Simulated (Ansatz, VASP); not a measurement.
**Two plane-wave programs on KBr**

```
CELL_PARAMETERS angstrom
0.00000 3.25540 3.25540
3.25540 0.00000 3.25540
3.25540 3.25540 0.00000
ATOMIC_POSITIONS crystal
Br 0.50000 0.50000 0.50000
K 0.00000 0.00000 0.00000
```

Alike in both runs: task single point; functional r2SCAN; k mesh 7 × 7 × 7; occupations fermi-dirac, width 0.05 eV; no spin polarisation.

|  | VASP | Ansatz |
| --- | --- | --- |
| version | VASP 6.6.1 | Ansatz 0.2.0 |
| potentials or method | VASP PAW PBE potentials, release 64 (Br, K_sv) | Ansatz PAW |
| plane-wave cutoff (eV) | 520 | 500 |
| valence electrons in the cell | 16 | 16 |

```tsv
	VASP	Ansatz	Ansatz less VASP
gap on the k mesh at the Fermi level (eV)	5.20	5.20	-0.003
least direct gap on the mesh (eV)	5.20	5.20	-0.003
pressure (GPa)	0.8	0.8	0.00
```

VASP's potentials were made for PBE, not for r2SCAN. The functional is the same, so the differences come from potentials, cutoffs and numerics.

Noted on Ansatz's run: odd divisions of the mesh miss points on the zone boundary, where band edges often lie, so the gap on the mesh can be too wide.
